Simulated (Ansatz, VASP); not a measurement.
# One calculation of GaN, two programs

The input POSCAR:

```
GaN
1.0
    0.0000000000      2.2364332274      2.2364332274
    2.2364332274      0.0000000000      2.2364332274
    2.2364332274      2.2364332274      0.0000000000
Ga N
1 1
Direct
    0.0000000000      0.0000000000      0.0000000000
    0.2500000000      0.2500000000      0.2500000000
```

The input INCAR.step1:

```
SYSTEM = GaN
ALGO = Normal ; EDIFF = 1E-5
ENCUT = 520 ; GGA = PE
ISIF = 2 ; ISMEAR = -1
LASPH = .True. ; LCHARG = .False.
LREAL = .False. ; LWAVE = .True.
NBANDS = 16 ; NELM = 60
PREC = Accurate ; SIGMA = 0.05
```

INCAR.step2

```
SYSTEM = GaN
ALGO = Normal ; EDIFF = 1E-6
ENCUT = 520 ; GGA = PE
HFSCREEN = 0.2079 ; ISIF = 2
ISMEAR = -1 ; ISTART = 1
LASPH = .True. ; LCHARG = .False.
LHFCALC = .True. ; LREAL = .False.
LWAVE = .False. ; NBANDS = 16
NELM = 60 ; PREC = Accurate
PRECFOCK = Normal ; SIGMA = 0.05
```

Contents of KPOINTS:

```
k-points
0
Gamma
  4 4 4
  0 0 0
```

Input for Ansatz:

```yaml
crystal:
  lattice:
    - [0.0, 2.236433227418, 2.236433227418]
    - [2.236433227418, 0.0, 2.236433227418]
    - [2.236433227418, 2.236433227418, 0.0]
  atoms:
    - { symbol: Ga, position: [0.0, 0.0, 0.0] }
    - { symbol: "N", position: [0.25, 0.25, 0.25] }
kpoints:
  mp_grid: { grid: [4, 4, 4] }
hamiltonian:
  xc: hse06
  pseudopotentials: { kind: paw }
scf:
  occupations: { method: fermi_dirac, width: 0.05 }
output:
  forces: true
  stress: true
  eigenvalues: true
```

Alike in both runs: task single point; functional HSE06; k mesh 4 × 4 × 4; occupations fermi-dirac, width 0.05 eV; no spin polarisation.

```csv
,VASP,Ansatz
version,VASP 6.6.1,Ansatz 0.2.0 development build
potentials or method,"VASP PAW PBE potentials, release 64 (Ga_d, N)","plane waves, PAW datasets (generated soft set 1)"
plane-wave cutoff (eV),520,420
valence electrons in the cell,18,18
```

```tsv
	VASP	Ansatz	Ansatz less VASP
gap on the k mesh at the Fermi level (eV)	3.18	3.16	-0.022
```

With one functional, cell and mesh, what is left measures potentials, basis and numerics. Ansatz's warnings: stress exchange threshold loose, stress scf threshold loose.

The k mesh is coarse, so the values compare programs but aren't converged.
